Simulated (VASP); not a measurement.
# Ti (Pm-3m) in VASP: notebook, part 2 of 2

VASP 6.6.1. Earlier steps stand in the parts before.

**4. Relaxation of cell and atoms, PBEsol, target pressure 13 GPa, at which the enthalpy is minimised**

The input, INCAR:

```
SYSTEM = Ti
ALGO     = Normal         ! electronic algorithm
EDIFF    = 1E-7           ! SCF threshold, eV
EDIFFG   = -0.005         ! ionic threshold
ENCUT    = 600            ! plane-wave cutoff, eV
GGA      = PS             ! functional
IBRION   = 2              ! ionic algorithm
ISIF     = 3              ! what is computed and relaxed
ISMEAR   = -1             ! smearing method
LASPH    = .True.         ! aspherical terms in the spheres
LCHARG   = .False.        ! write CHGCAR
LREAL    = .False.        ! projectors in reciprocal space
LWAVE    = .False.        ! write WAVECAR
NELM     = 100            ! most SCF steps
NSW      = 32             ! ionic steps
PREC     = Accurate       ! precision mode
PSTRESS  = 130.0        
SIGMA    = 0.05           ! smearing width, eV
```

The input, KPOINTS:

```
k-points
0
Gamma
  15 15 15
  0 0 0
```

The input, POSCAR:

```
Ti
1.0
    2.4872936979      0.0000000000      0.0000000000
    0.0000000000      2.4872936979      0.0000000000
    0.0000000000      0.0000000000      2.4872936979
Ti
1
Direct
    0.0000000000      0.0000000000      0.0000000000
```

Potentials or basis: VASP PAW PBE potentials, release 64 (Ti_sv).

The run is started by

```
$ cat potpaw_PBE.64/Ti_sv/POTCAR > POTCAR
$ mpirun -np 1 vasp_std > vasp.out
```

OUTCAR:

```text
SYSTEM = Ti
   EDIFF = 1E-7
   EDIFFG = -0.005
   ENCUT = 600
   GGA = PS
   IBRION = 2
   ISIF = 3
   ISMEAR = -1
   LASPH = .True.
   LREAL = .False.
   NELM = 100
   NSW = 32
   PREC = Accurate
   PSTRESS = 130.0

 ion  position               nearest neighbor table
   1  0.000  0.000  0.000-

  LATTYP: Found a simple cubic cell.
 ALAT       =     2.4872936979

  Lattice vectors:

 A1 = (   2.4872936979,   0.0000000000,   0.0000000000)
 A2 = (   0.0000000000,   2.4872936979,   0.0000000000)
 A3 = (   0.0000000000,   0.0000000000,   2.4872936979)

Analysis of symmetry for initial positions (statically):
=====================================================================
 Subroutine PRICEL returns:
 Original cell was already a primitive cell.

 Routine SETGRP: Setting up the symmetry group for a
 simple cubic supercell.

 Subroutine GETGRP returns: Found 48 space group operations
 (whereof 48 operations were pure point group operations)
 out of a pool of 48 trial point group operations.

The static configuration has the point symmetry O_h .

Analysis of symmetry for dynamics (positions and initial velocities):
=====================================================================
 Subroutine PRICEL returns:
 Original cell was already a primitive cell.

 Routine SETGRP: Setting up the symmetry group for a
 simple cubic supercell.

 Subroutine GETGRP returns: Found 48 space group operations
 (whereof 48 operations were pure point group operations)
 out of a pool of 48 trial point group operations.

The dynamic configuration has the point symmetry O_h .

 Subroutine INISYM returns: Found 48 space group operations
 (whereof 48 operations are pure point group operations),
 and found     1 'primitive' translations
[... 116 lines left out ...]
  Thomas-Fermi vector in A             =   2.617528
   LORBIT       =      0    0 simple, 1 ext, 2 COOP (PROOUT), +10 PAW based schemes
   GGA     = PS    functional components
   LHFCALC =     F    Hartree Fock is set to
   AEXX    =    0.0000 exact exchange contribution
   IVDW    =     0    specifies the selected vdW correction
   LEPSILON=     F    determine dielectric tensor
   LRPA    =     F    only Hartree local field effects (RPA)
 conjugate gradient relaxation of ions
 non-spin polarized calculation
  energy-cutoff  :      600.00
  volume of cell :       15.39
 maximum number of plane-waves:       525
 NGX is ok and might be reduce to    20
   NGX =  9   NGY =  9   NGZ =  9

--------------------------------------- Ionic step        1  -------------------------------------------

 number of electron      11.9999991 magnetization

 Free energy of the ion-electron system (eV)
  ---------------------------------------------------
  ext. energy  EPLUGINS =         0.00000000
  ---------------------------------------------------
  free energy    TOTEN  =        -7.43288060 eV

  energy without entropy =       -7.41667326  energy(sigma->0) =       -7.42477693

------------------------ aborting loop because EDIFF is reached ----------------------------------------

  FORCE on cell =-STRESS in cart. coord.  units (eV):
  Direction    XX          YY          ZZ          XY          YZ          ZX
  --------------------------------------------------------------------------------------
  -------------------------------------------------------------------------------------
  Total        1.2369918      1.2369918      1.2369918      0.0000000     -0.0000000     -0.0000000
  in kB      128.7941683    128.7941683    128.7941683      0.0000000     -0.0000000     -0.0000000
  external PRESSURE =      -1.2058317 kB  Pullay stress =     130.0000000 kB
[... 61 lines left out ...]
--------------------------------------- Ionic step        3  -------------------------------------------

 number of electron      11.9999991 magnetization

 Free energy of the ion-electron system (eV)
  ---------------------------------------------------
  ext. energy  EPLUGINS =         0.00000000
  ---------------------------------------------------
  free energy    TOTEN  =        -7.43144353 eV

  energy without entropy =       -7.41527288  energy(sigma->0) =       -7.42335821

 E-fermi :   9.3282     XC(G=0): -12.1294

 val. band max:        9.3168746314   @ k =   0.4000   0.1333   0.0000
 cond. band min:       9.3362787465   @ k =   0.4667   0.1333   0.1333
 fundamental gap:      0.0194041151
 Fermi energy:         9.3281710570

 k-point     1 :       0.0000    0.0000    0.0000
  band No.  band energies     occupation
      1     -46.8407      2.00000
      2     -22.3914      2.00000
      3     -22.3914      2.00000
      4     -22.3914      2.00000
      5       3.2863      2.00000
      6       7.6494      2.00000
      7       7.6494      2.00000
      8      14.1096      0.00000
      9      14.1096      0.00000
     10      14.1096      0.00000
[... 287 lines left out ...]
 k-point    24 :       0.3333    0.2000    0.0000
  band No.  band energies     occupation
      1     -46.5828      2.00000
      2     -23.4290      2.00000
      3     -22.7863      2.00000
      4     -22.2476      2.00000
      5       6.6180      2.00000
      6       8.6545      2.00000
      7       9.9663      0.00001
      8      12.1680      0.00000
      9      12.3800      0.00000
     10      13.4552      0.00000

 [... further k-points ...]
[... 5 lines left out ...]
  --------------------------------------------------------------------------------------
  -------------------------------------------------------------------------------------
  Total        1.2495547      1.2495547      1.2495547     -0.0000000      0.0000000     -0.0000000
  in kB      130.2528959    130.2528959    130.2528959     -0.0000000      0.0000000     -0.0000000
  external PRESSURE =       0.2528959 kB  Pullay stress =     130.0000000 kB
[... 20 lines left out ...]
  energy  without entropy=       -7.4152728807  energy(sigma->0) =       -7.42335821

  enthalpy is  TOTEN    =        -6.1843149576 eV   P V=        1.2471285763

 reached required accuracy - stopping structural energy minimisation
```

CONTCAR:

```text
Ti
   1.00000000000000
     2.4863341032081241    0.0000000000000000   -0.0000000000000000
     0.0000000000000000    2.4863341032081241   -0.0000000000000000
    -0.0000000000000000   -0.0000000000000000    2.4863341032081241
  Ti
     1
Direct
     0.0000000000000000    0.0000000000000000    0.0000000000000000

  0.00000000E+00  0.00000000E+00  0.00000000E+00
```

Run time: 20 s. Hardware: 1 thread of AMD EPYC 9R45 (Zen 5), shared host; peak memory 0.11 GiB.

What came out:

- Free energy: -7.4314 eV
- Relaxed volume: 15.37 Å³/atom
- Relaxed cell: a = 2.486 Å, b = 2.486 Å, c = 2.486 Å, α = 90.00°, β = 90.00°, γ = 90.00°
- Space group after relaxing (to 0.05 Å): Pm-3m (No. 221)
- Energy change on relaxing (the enthalpy is what falls): +1.4 meV/atom
- Ionic steps: 3
- Pressure after relaxing: 13.0 GPa
- Band gap on the k mesh: zero (band 6 reaches 10.05 eV, above the bottom of band 7 at 7.65 eV)

The path:
| step | energy change (eV) | largest force (eV/Å) | pressure (GPa) | volume (Å³) |
| --- | --- | --- | --- | --- |
| 1 | 0.0000 | 0.0000 | 12.88 | 15.39 |
| 2 | 0.0021 | 0.0000 | 13.07 | 15.36 |
| 3 | 0.0014 | 0.0000 | 13.03 | 15.37 |

Final structure:
```
Ti
1.0
     2.48633    0.00000    0.00000
     0.00000    2.48633    0.00000
     0.00000    0.00000    2.48633
Ti
1
Direct
  0.00000 0.00000 0.00000
```

Caveat: the cell is relaxed towards a set pressure, so the enthalpy falls and the energy may rise; the PAW data sets were made with another functional, which shifts forces and pressure a little.

**5. Relaxation of cell and atoms, PBEsol, target pressure 13 GPa, at which the enthalpy is minimised**

This run uses another cell than the first one, of 16.10 Å³/atom, 1.046 times its volume.

The input, INCAR:

```
PREC = Accurate ; ENCUT = 600
EDIFF = 1E-7 ; ISMEAR = -1
SIGMA = 0.05 ; LREAL = False
LASPH = True ; NELM = 80
ALGO = Normal ; ISIF = 3
LWAVE = False ; LCHARG = False
GGA = PS ; IBRION = 2
NSW = 60 ; EDIFFG = -0.005
PSTRESS = 130.0
```

The input, KPOINTS:

```
regular mesh
0
Gamma
  15 15 15
```

The input, POSCAR:

```
Ti
1.0
    2.5252058327      0.0000000000      0.0000000000
    0.0000000000      2.5252058327      0.0000000000
    0.0000000000      0.0000000000      2.5252058327
Ti
1
Direct
    0.0000000000      0.0000000000      0.0000000000
```

The run is started by

```
$ cat potpaw_PBE.64/Ti_sv/POTCAR > POTCAR
$ mpirun -np 1 vasp_std > vasp.out
```

Run time: 25 s. Hardware: 1 thread of AMD EPYC 9R45 (Zen 5), shared host; peak memory 0.11 GiB.

It converged, with:

| Property | Result |
| --- | --- |
| Free energy | -7.4319 eV |
| Relaxed volume | 15.37 Å³/atom |
| Relaxed cell | a = 2.486 Å, b = 2.486 Å, c = 2.486 Å, α = 90.00°, β = 90.00°, γ = 90.00° |
| Space group after relaxing (to 0.05 Å) | Pm-3m (No. 221) |
| Energy change on relaxing (the enthalpy is what falls) | +46.4 meV/atom |
| Ionic steps | 3 |
| Pressure after relaxing | 13.0 GPa |
| Band gap on the k mesh | zero (band 6 reaches 10.05 eV, above the bottom of band 7 at 7.65 eV) |

The path:
| step | energy change (eV) | largest force (eV/Å) | pressure (GPa) | volume (Å³) |
| --- | --- | --- | --- | --- |
| 1 | 0.0000 | 0.0000 | 7.56 | 16.10 |
| 2 | 0.0949 | 0.0000 | 17.56 | 14.86 |
| 3 | 0.0464 | 0.0000 | 12.99 | 15.37 |

Final structure:
```
Ti
1.0
     2.48637    0.00000    0.00000
     0.00000    2.48637    0.00000
     0.00000    0.00000    2.48637
Ti
1
Direct
  0.00000 0.00000 0.00000
```

Levels at points of the mesh, in eV from the Fermi level:
```csv
k point,band 3,band 4,band 5,band 6,band 7,band 8,band 9,band 10
"(0.00, 0.00, 0.00)",-31.72,-31.72,-6.04,-1.68,-1.68,4.78,4.78,4.78
```

Caveat: the cell is relaxed towards a set pressure, so the enthalpy falls and the energy may rise; the PAW data sets were made with another functional, which shifts forces and pressure a little.

**6. Summary**

```tsv
task	cell	cutoff (eV)	gap on the mesh (eV)	pressure (GPa)
single point	a = 2.487 Å, 1 atom	520	none	12.9
relaxation of cell and atoms	relaxed to 13 GPa from a = 2.487 Å, 1 atom	600	none	13.0
relaxation of cell and atoms	relaxed to 13 GPa from a = 2.525 Å, 1 atom	600	none	13.0
```

Alike in all rows: level PBEsol; potentials or basis VASP PAW PBE potentials, release 64 (Ti_sv); no spin polarisation; k mesh 15 × 15 × 15; smearing fermi-dirac 0.05 eV.

Caveats: the PAW data sets were made with another functional, which shifts forces and pressure a little; the cell is relaxed towards a set pressure, so the enthalpy falls and the energy may rise (some runs).

Total energies depend on the potentials used, so only differences within one code and one set of settings carry meaning.
